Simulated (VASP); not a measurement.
# CsPbBr3 in VASP: notebook

CsPbBr3 is run at these levels: PBEsol; tasks: single point, relaxation of the atoms.

Everything below comes from runs of VASP 6.6.1. Logs are shortened: lines on timing, memory, paths and dates and some standing lists are left out, and cuts for length are marked.

### Step 1. The cell of the first run

It takes space group Pm-3m (No. 221, cubic). Conventional cell: a = 5.985 Å, b = 5.985 Å, c = 5.985 Å, α = 90.00°, β = 90.00°, γ = 90.00°. Pb (site symmetry m-3m) has 6 Br at 2.99 Å within 3.9 Å. Cs (site symmetry m-3m) has 12 Br at 4.23 Å and 8 Pb at 5.18 Å within 5.6 Å. Within 3.9 Å of Br (site symmetry 4/mmm) lie 2 Pb at 2.99 Å.

### Step 2. Single point, PBEsol

File INCAR:

```
PREC = Accurate ; ENCUT = 520
EDIFF = 1E-6 ; ISMEAR = -1
SIGMA = 0.05 ; LREAL = False
LASPH = True ; NELM = 100
ALGO = Normal ; ISIF = 2
LWAVE = False ; LCHARG = False
GGA = PS ; NBANDS = 30
```

File KPOINTS:

```
regular mesh
0
Gamma
  5 5 5
```

File POSCAR:

```
CsPbBr3
1.0
    5.9851272676      0.0000000000      0.0000000000
    0.0000000000      5.9851272676      0.0000000000
    0.0000000000      0.0000000000      5.9851272676
Pb Cs Br
1 1 3
Direct
    0.5000000000      0.5000000000      0.5000000000
    0.0000000000      0.0000000000      0.0000000000
    0.5000000000      0.5000000000      0.0000000000
    0.5000000000      0.0000000000      0.5000000000
    0.0000000000      0.5000000000      0.5000000000
```

Potentials or basis: VASP PAW PBE potentials, release 64 (Pb_d, Cs_sv, Br).

Started as:

```
$ cat potpaw_PBE.64/Pb_d/POTCAR potpaw_PBE.64/Cs_sv/POTCAR potpaw_PBE.64/Br/POTCAR > POTCAR
$ mpirun -np 1 vasp_std > vasp.out
```

OUTCAR:

```text
PREC = Accurate
   ENCUT = 520
   EDIFF = 1E-6
   ISMEAR = -1
   LREAL = False
   LASPH = True
   NELM = 100
   ISIF = 2
   GGA = PS

 ion  position               nearest neighbor table
   1  0.500  0.500  0.500-   3 2.99   4 2.99   5 2.99   3 2.99   4 2.99   5 2.99
   2  0.000  0.000  0.000-
   3  0.500  0.500  0.000-   1 2.99   1 2.99
   4  0.500  0.000  0.500-   1 2.99   1 2.99
   5  0.000  0.500  0.500-   1 2.99   1 2.99

  LATTYP: Found a simple cubic cell.
 ALAT       =     5.9851272676

  Lattice vectors:

 A1 = (   5.9851272676,   0.0000000000,   0.0000000000)
 A2 = (   0.0000000000,   5.9851272676,   0.0000000000)
 A3 = (   0.0000000000,   0.0000000000,   5.9851272676)

Analysis of symmetry for initial positions (statically):
=====================================================================
 Subroutine PRICEL returns:
 Original cell was already a primitive cell.

 Routine SETGRP: Setting up the symmetry group for a
 simple cubic supercell.

 Subroutine GETGRP returns: Found 48 space group operations
 (whereof 48 operations were pure point group operations)
 out of a pool of 48 trial point group operations.

The static configuration has the point symmetry O_h .

Analysis of symmetry for dynamics (positions and initial velocities):
=====================================================================
 Subroutine PRICEL returns:
 Original cell was already a primitive cell.

 Routine SETGRP: Setting up the symmetry group for a
 simple cubic supercell.

 Subroutine GETGRP returns: Found 48 space group operations
 (whereof 48 operations were pure point group operations)
 out of a pool of 48 trial point group operations.

The dynamic configuration has the point symmetry O_h .

 Subroutine INISYM returns: Found 48 space group operations
 (whereof 48 operations are pure point group operations),
 and found     1 'primitive' translations

----------------------------------------------------------------------------------------

                                     Primitive cell

  volume of cell :     214.3977

  direct lattice vectors                    reciprocal lattice vectors
     5.985127268  0.000000000  0.000000000     0.167080825  0.000000000  0.000000000
     0.000000000  5.985127268  0.000000000     0.000000000  0.167080825  0.000000000
     0.000000000  0.000000000  5.985127268     0.000000000  0.000000000  0.167080825

  length of vectors
     5.985127268  5.985127268  5.985127268     0.167080825  0.167080825  0.167080825

  position of ions in fractional coordinates (direct lattice)
     0.500000000  0.500000000  0.500000000
     0.000000000  0.000000000  0.000000000
     0.500000000  0.500000000  0.000000000
     0.500000000  0.000000000  0.500000000
     0.000000000  0.500000000  0.500000000

  ion indices of the primitive-cell ions
   primitive index   ion index
                 1           1
                 2           2
                 3           3
                 4           4
                 5           5

----------------------------------------------------------------------------------------

 KPOINTS: regular mesh

Automatic generation of k-mesh.
 Grid dimensions read from file:
 generate k-points for:    5    5    5

 Generating k-lattice:

  Cartesian coordinates                     Fractional coordinates (reciprocal lattice)
     0.033416165  0.000000000  0.000000000     0.200000000  0.000000000  0.000000000
     0.000000000  0.033416165  0.000000000     0.000000000  0.200000000  0.000000000
     0.000000000  0.000000000  0.033416165     0.000000000  0.000000000  0.200000000

  Length of vectors
     0.033416165  0.033416165  0.033416165

  Shift w.r.t. Gamma in fractional coordinates (k-lattice)
     0.000000000  0.000000000  0.000000000

 Subroutine IBZKPT returns following result:
 ===========================================

 Found     10 irreducible k-points:

 Following reciprocal coordinates:
            Coordinates               Weight
  0.000000  0.000000  0.000000      1.000000
  0.200000  0.000000  0.000000      6.000000
  0.400000  0.000000  0.000000      6.000000
  0.200000  0.200000  0.000000     12.000000
  0.400000  0.200000  0.000000     24.000000
  0.400000  0.400000  0.000000     12.000000
  0.200000  0.200000  0.200000      8.000000
  0.400000  0.200000  0.200000     24.000000
  0.400000  0.400000  0.200000     24.000000
  0.400000  0.400000  0.400000      8.000000
   k-points           NKPTS =     10   k-points in BZ     NKDIM =     10   number of bands    NBANDS=     30
   number of dos      NEDOS =    301   number of ions     NIONS =      5
   total plane-waves  NPLWV = 110592
   dimension x,y,z NGX =    48 NGY =   48 NGZ =   48
   dimension x,y,z NGXF=    96 NGYF=   96 NGZF=   96
   ions per type =               1   1   3
   NGX,Y,Z   is equivalent  to a cutoff of  13.33, 13.33, 13.33 a.u.
   NGXF,Y,Z  is equivalent  to a cutoff of  26.67, 26.67, 26.67 a.u.
 SYSTEM =  unknown system
[... 66 lines left out ...]
      1     -20.6547      2.00000
      2     -16.0368      2.00000
      3     -16.0368      2.00000
      4     -15.9157      2.00000
      5     -15.9157      2.00000
      6     -15.9157      2.00000
[... 22 lines left out ...]
     29       6.3630      0.00000
     30       6.3630      0.00000

 k-point     2 :       0.2000    0.0000    0.0000
  band No.  band energies     occupation
      1     -20.6544      2.00000
      2     -16.0368      2.00000
      3     -16.0205      2.00000
      4     -15.9159      2.00000
      5     -15.9159      2.00000
      6     -15.9157      2.00000
[... 22 lines left out ...]
     29       5.7935      0.00000
     30       6.4229      0.00000

 k-point     3 :       0.4000    0.0000    0.0000
  band No.  band energies     occupation
      1     -20.6540      2.00000
      2     -16.0367      2.00000
      3     -15.9937      2.00000
      4     -15.9164      2.00000
      5     -15.9164      2.00000
      6     -15.9157      2.00000
[... 22 lines left out ...]
     29       6.1149      0.00000
     30       6.9633      0.00000

 k-point     4 :       0.2000    0.2000    0.0000
  band No.  band energies     occupation
      1     -20.6542      2.00000
      2     -16.0287      2.00000
      3     -16.0120      2.00000
      4     -15.9162      2.00000
      5     -15.9159      2.00000
      6     -15.9159      2.00000
[... 22 lines left out ...]
     29       6.0317      0.00000
     30       6.4191      0.00000

 k-point     5 :       0.4000    0.2000    0.0000
  band No.  band energies     occupation
      1     -20.6538      2.00000
      2     -16.0261      2.00000
      3     -15.9874      2.00000
      4     -15.9166      2.00000
      5     -15.9164      2.00000
      6     -15.9159      2.00000
[... 22 lines left out ...]
     29       6.3257      0.00000
     30       6.7678      0.00000

 k-point     6 :       0.4000    0.4000    0.0000
  band No.  band energies     occupation
      1     -20.6534      2.00000
      2     -16.0160      2.00000
      3     -15.9693      2.00000
      4     -15.9170      2.00000
      5     -15.9163      2.00000
      6     -15.9163      2.00000
[... 22 lines left out ...]
     29       6.5746      0.00000
     30       6.6925      0.00000

 k-point     7 :       0.2000    0.2000    0.2000
  band No.  band energies     occupation
      1     -20.6539      2.00000
      2     -16.0120      2.00000
      3     -16.0120      2.00000
      4     -15.9162      2.00000
      5     -15.9162      2.00000
      6     -15.9162      2.00000
[... 22 lines left out ...]
     29       6.4039      0.00000
     30       6.4044      0.00000

 k-point     8 :       0.4000    0.2000    0.2000
  band No.  band energies     occupation
      1     -20.6536      2.00000
      2     -16.0119      2.00000
      3     -15.9843      2.00000
      4     -15.9166      2.00000
      5     -15.9166      2.00000
      6     -15.9162      2.00000
[... 22 lines left out ...]
     29       6.6265      0.00000
     30       6.7425      0.00000

 k-point     9 :       0.4000    0.4000    0.2000
  band No.  band energies     occupation
      1     -20.6532      2.00000
      2     -15.9984      2.00000
      3     -15.9693      2.00000
      4     -15.9170      2.00000
      5     -15.9166      2.00000
      6     -15.9166      2.00000
[... 22 lines left out ...]
     29       6.4377      0.00000
     30       6.6451      0.00000

 k-point    10 :       0.4000    0.4000    0.4000
  band No.  band energies     occupation
      1     -20.6529      2.00000
      2     -15.9693      2.00000
      3     -15.9693      2.00000
      4     -15.9170      2.00000
      5     -15.9170      2.00000
      6     -15.9170      2.00000
[... 22 lines left out ...]
     29       6.0728      0.00000
     30       7.0344      0.00000

------------------------ aborting loop because EDIFF is reached ----------------------------------------

  FORCE on cell =-STRESS in cart. coord.  units (eV):
  Direction    XX          YY          ZZ          XY          YZ          ZX
  --------------------------------------------------------------------------------------
  -------------------------------------------------------------------------------------
  Total       -1.5001772     -1.5001772     -1.5001772     -0.0000000      0.0000000     -0.0000000
  in kB      -11.2107064    -11.2107064    -11.2107064     -0.0000000      0.0000000     -0.0000000
  external PRESSURE =     -11.2107064 kB  Pullay stress =       0.0000000 kB

 VOLUME and BASIS-vectors are now :
 -----------------------------------------------------------------------------
  energy-cutoff  :      520.00
  volume of cell :      214.40
      direct lattice vectors                 reciprocal lattice vectors
     5.985127268  0.000000000  0.000000000     0.167080825  0.000000000  0.000000000
     0.000000000  5.985127268  0.000000000     0.000000000  0.167080825  0.000000000
     0.000000000  0.000000000  5.985127268     0.000000000  0.000000000  0.167080825

 POSITION                                       TOTAL-FORCE (eV/Angst)
 -----------------------------------------------------------------------------------
      2.99256      2.99256      2.99256         0.000000      0.000000      0.000000
      0.00000      0.00000      0.00000         0.000000      0.000000      0.000000
      2.99256      2.99256      0.00000         0.000000      0.000000      0.000000
      2.99256      0.00000      2.99256         0.000000      0.000000      0.000000
      0.00000      2.99256      2.99256         0.000000      0.000000      0.000000
 -----------------------------------------------------------------------------------
    total drift:                                0.000000     -0.000000     -0.000000

  FREE ENERGIE OF THE ION-ELECTRON SYSTEM (eV)
  ---------------------------------------------------
  free  energy   TOTEN  =       -16.7774383265 eV

  energy  without entropy=      -16.7774383264  energy(sigma->0) =      -16.77743833
```

Wall time 2.1 min (1 thread of AMD EPYC 7R13, shared host); peak memory 0.32 GiB.

What came out:

```yaml
Free_energy: -16.7774 eV
Pressure: -1.1 GPa
Band_gap_on_the_k_mesh: 2.66 eV
```

Caveat: the PAW data sets were made with another functional, which shifts forces and pressure a little; spin-orbit coupling is left out, which moves the levels of the heavy elements; an odd mesh through Γ misses points on the zone boundary, where band edges can lie. A hybrid or GW would open this gap; PBEsol tends to underestimate it.

### Step 3. Relaxation of the atoms, PBEsol

This run uses another cell than the first one, of 38.85 Å³/atom.

File INCAR:

```
SYSTEM = CsPbBr3
PREC = Accurate
ENCUT = 450
EDIFF = 1E-7
ISMEAR = -1
SIGMA = 0.05
LREAL = .FALSE.
LASPH = .TRUE.
NELM = 120
ALGO = Normal
ISIF = 2
LWAVE = .FALSE.
LCHARG = .FALSE.
GGA = PS
IBRION = 2
NSW = 60
EDIFFG = -0.01
GGA_COMPAT = .FALSE.
NELMIN = 4
```

File KPOINTS:

```
regular mesh
0
G
  4 4 4
  0 0 0
```

Changes to POSCAR since step 2:

```diff
@@ -2,5 +2,5 @@
 1.0
-    5.9851272676      0.0000000000      0.0000000000
-    0.0000000000      5.9851272676      0.0000000000
-    0.0000000000      0.0000000000      5.9851272676
+    5.7526000000      0.0000000000      0.0000000000
+    0.0000000000      5.7526000000      0.0000000000
+    0.0000000000      0.0000000000      5.8700000000
 Pb Cs Br
```

Potentials or basis: VASP PAW PBE potentials, release 64 (Pb_d, Cs_sv, Br).

Started as:

```
$ cat potpaw_PBE.64/Pb_d/POTCAR potpaw_PBE.64/Cs_sv/POTCAR potpaw_PBE.64/Br/POTCAR > POTCAR
$ mpirun -np 1 vasp_std > vasp.out
```

Run time: 39 s. Hardware: 1 thread of Intel Xeon 6975P-C (Granite Rapids), shared host; peak memory 0.28 GiB.

The run converged. Its results:

* Free energy: -16.7326 eV
* Pressure after relaxing: 1.1 GPa
* Band gap on the k mesh: 1.14 eV

Stress tensor (GPa, compression positive):
```
1.51 0.00 0.00
0.00 1.51 0.00
0.00 0.00 0.41
```

Final structure:
```yaml
crystal:
  lattice:
    - [5.75260, 0.00000, 0.00000]
    - [0.00000, 5.75260, 0.00000]
    - [0.00000, 0.00000, 5.87000]
  atoms:
    - { symbol: Pb, position: [0.50000, 0.50000, 0.50000] }
    - { symbol: Cs, position: [0.00000, 0.00000, 0.00000] }
    - { symbol: Br, position: [0.50000, 0.50000, 0.00000] }
    - { symbol: Br, position: [0.50000, 0.00000, 0.50000] }
    - { symbol: Br, position: [0.00000, 0.50000, 0.50000] }
```

Levels at points of the mesh, in eV from the valence-band top:
```
           k point  band 18  band 19  band 20  band 21  band 22  band 23  band 24  band 25  band 26
(0.00, 0.00, 0.00)    -2.47    -2.47    -2.34    -2.34    -2.34     2.65     3.69     3.74     4.45
(0.50, 0.00, 0.00)    -2.65    -2.63    -2.47    -2.47    -1.54     2.41     4.19     4.75     4.87
(0.50, 0.50, 0.00)    -2.75    -2.75    -2.54    -1.94    -0.70     1.85     1.85     4.50     4.89
(0.00, 0.00, 0.50)    -2.60    -2.60    -2.47    -2.47    -1.70     2.34     4.12     4.73     4.74
(0.50, 0.00, 0.50)    -2.73    -2.70    -2.55    -1.97    -0.83     1.78     1.92     4.84     4.88
(0.50, 0.50, 0.50)    -2.53    -1.95    -1.95    -1.93     0.00     1.14     1.29     1.29     4.15
```

Caveat: the PAW data sets were made with another functional, which shifts forces and pressure a little; spin-orbit coupling is left out, which moves the levels of the heavy elements.

### Step 4. Relaxation of the atoms, PBEsol

This run uses another cell than the first one, of 42.09 Å³/atom.

File INCAR:

```
  PREC = Accurate
  ENCUT = 450
  EDIFF = 1E-7
  ISMEAR = -1
  SIGMA = 0.05
  LREAL = False
  LASPH = True
  NELM = 120
  ALGO = Normal
  ISIF = 2
  LWAVE = False
  LCHARG = False
  GGA = PS
  IBRION = 2
  NSW = 60
  EDIFFG = -0.01
  GGA_COMPAT = False
  NELMIN = 4
```

File KPOINTS:

```
Automatic mesh
0
Gamma
  4 4 4
```

Changes to POSCAR since step 3:

```diff
@@ -2,4 +2,4 @@
 1.0
-    5.7526000000      0.0000000000      0.0000000000
-    0.0000000000      5.7526000000      0.0000000000
+    5.9874000000      0.0000000000      0.0000000000
+    0.0000000000      5.9874000000      0.0000000000
     0.0000000000      0.0000000000      5.8700000000
```

Started as:

```
$ cat potpaw_PBE.64/Pb_d/POTCAR potpaw_PBE.64/Cs_sv/POTCAR potpaw_PBE.64/Br/POTCAR > POTCAR
$ mpirun -np 1 vasp_std > vasp.out
```

Wall time 35 s (1 thread of Intel Xeon 6975P-C (Granite Rapids), shared host); peak memory 0.31 GiB.

It converged, with:

| Property | Result |
| --- | --- |
| Free energy | -16.7528 eV |
| Pressure after relaxing | -0.7 GPa |
| Band gap on the k mesh | 1.53 eV |

Stress tensor (GPa, compression positive):
```
-0.92  0.00  0.00
 0.00 -0.92  0.00
 0.00  0.00 -0.12
```

Final structure:
```
CELL_PARAMETERS angstrom
5.98740 0.00000 0.00000
0.00000 5.98740 0.00000
0.00000 0.00000 5.87000
ATOMIC_POSITIONS crystal
Pb 0.50000 0.50000 0.50000
Cs 0.00000 0.00000 0.00000
Br 0.50000 0.50000 0.00000
Br 0.50000 0.00000 0.50000
Br 0.00000 0.50000 0.50000
```

Levels at points of the mesh, in eV from the valence-band top:
| k point | band 19 | band 20 | band 21 | band 22 | band 23 | band 24 | band 25 | band 26 |
| --- | --- | --- | --- | --- | --- | --- | --- | --- |
| (0.00, 0.00, 0.00) | -1.88 | -1.80 | -1.80 | -1.80 | 3.07 | 4.26 | 4.30 | 4.96 |
| (0.50, 0.00, 0.00) | -2.02 | -1.90 | -1.89 | -1.34 | 2.54 | 4.49 | 5.09 | 5.17 |
| (0.50, 0.50, 0.00) | -2.09 | -2.05 | -1.46 | -0.72 | 2.10 | 2.10 | 5.05 | 5.27 |
| (0.00, 0.00, 0.50) | -2.01 | -1.89 | -1.89 | -1.23 | 2.60 | 4.56 | 5.11 | 5.13 |
| (0.50, 0.00, 0.50) | -2.10 | -2.05 | -1.45 | -0.60 | 2.04 | 2.16 | 4.72 | 5.27 |
| (0.50, 0.50, 0.50) | -1.45 | -1.43 | -1.43 | 0.00 | 1.53 | 1.53 | 1.66 | 4.58 |

Caveat: the PAW data sets were made with another functional, which shifts forces and pressure a little; spin-orbit coupling is left out, which moves the levels of the heavy elements.

### Step 5. Single point, PBEsol

This run uses another cell than the first one, of 37.28 Å³/atom.

File INCAR:

```
SYSTEM = CsPbBr3
PREC = Accurate
ENCUT = 500
EDIFF = 1E-6
ISMEAR = -1
SIGMA = 0.05
LREAL = .FALSE.
LASPH = .TRUE.
NELM = 120
ALGO = Normal
ISIF = 2
LWAVE = .FALSE.
LCHARG = .TRUE.
GGA = PS
LELF = .TRUE.
LVHAR = .TRUE.
NBANDS = 30
GGA_COMPAT = .FALSE.
```

File KPOINTS:

```
Automatic mesh
0
G
  4 4 4
  0 0 0
```

Changes to POSCAR since step 4:

```diff
@@ -2,4 +2,4 @@
 1.0
-    5.9874000000      0.0000000000      0.0000000000
-    0.0000000000      5.9874000000      0.0000000000
+    5.6352000000      0.0000000000      0.0000000000
+    0.0000000000      5.6352000000      0.0000000000
     0.0000000000      0.0000000000      5.8700000000
```

Started as:

```
$ cat potpaw_PBE.64/Pb_d/POTCAR potpaw_PBE.64/Cs_sv/POTCAR potpaw_PBE.64/Br/POTCAR > POTCAR
$ mpirun -np 1 vasp_std > vasp.out
```

Wall time 2.3 min (1 thread of Intel Xeon Platinum 8375C at 2.90GHz (Ice Lake), shared host); peak memory 0.32 GiB.

The run converged. Its results:

```yaml
Free_energy: -16.6162 eV
Pressure: 2.4 GPa
Band_gap_on_the_k_mesh: 0.80 eV
```

Stress tensor (GPa, compression positive):
```
3.31 0.00 0.00
0.00 3.31 0.00
0.00 0.00 0.73
```

Levels at points of the mesh, in eV from the valence-band top:
```csv
k point,band 18,band 19,band 20,band 21,band 22,band 23,band 24,band 25,band 26,band 27
"(0.00, 0.00, 0.00)",-2.82,-2.82,-2.67,-2.67,-2.66,2.38,3.31,3.42,4.10,4.10
"(0.50, 0.00, 0.00)",-3.02,-3.00,-2.82,-2.82,-1.65,2.31,3.99,4.54,4.64,4.72
"(0.50, 0.50, 0.00)",-3.06,-3.06,-2.82,-2.22,-0.68,1.68,1.68,4.15,4.65,5.16
"(0.00, 0.00, 0.50)",-2.92,-2.92,-2.81,-2.81,-2.00,2.16,3.84,4.37,4.47,4.81
"(0.50, 0.00, 0.50)",-3.11,-3.05,-2.85,-2.30,-0.97,1.52,1.83,4.62,4.84,5.03
"(0.50, 0.50, 0.50)",-2.81,-2.28,-2.28,-2.21,0.00,0.80,1.12,1.12,3.87,4.56
```

Caveat: the PAW data sets were made with another functional, which shifts forces and pressure a little; spin-orbit coupling is left out, which moves the levels of the heavy elements.

### Step 6. Overview

```csv
task,cell,k mesh,cutoff (eV),gap on the mesh (eV),pressure (GPa)
single point,"a = 5.985 Å, 5 atoms",5 × 5 × 5,520,2.66,-1.1
relaxation of the atoms,"atoms relaxed from a = 5.753, b = 5.753, c = 5.870 Å, 5 atoms",4 × 4 × 4,450,1.14,1.1
relaxation of the atoms,"atoms relaxed from a = 5.987, b = 5.987, c = 5.870 Å, 5 atoms",4 × 4 × 4,450,1.53,-0.7
single point,"a = 5.635, b = 5.635, c = 5.870 Å, 5 atoms",4 × 4 × 4,500,0.80,2.4
```

Alike in all rows: level PBEsol; potentials or basis VASP PAW PBE potentials, release 64 (Pb_d, Cs_sv, Br); no spin polarisation; smearing fermi-dirac 0.05 eV.

Caveats: the PAW data sets were made with another functional, which shifts forces and pressure a little; spin-orbit coupling is left out, which moves the levels of the heavy elements; an odd mesh through Γ misses points on the zone boundary, where band edges can lie (at least some runs).

Absolute energies hang on the potentials; compare differences alone.
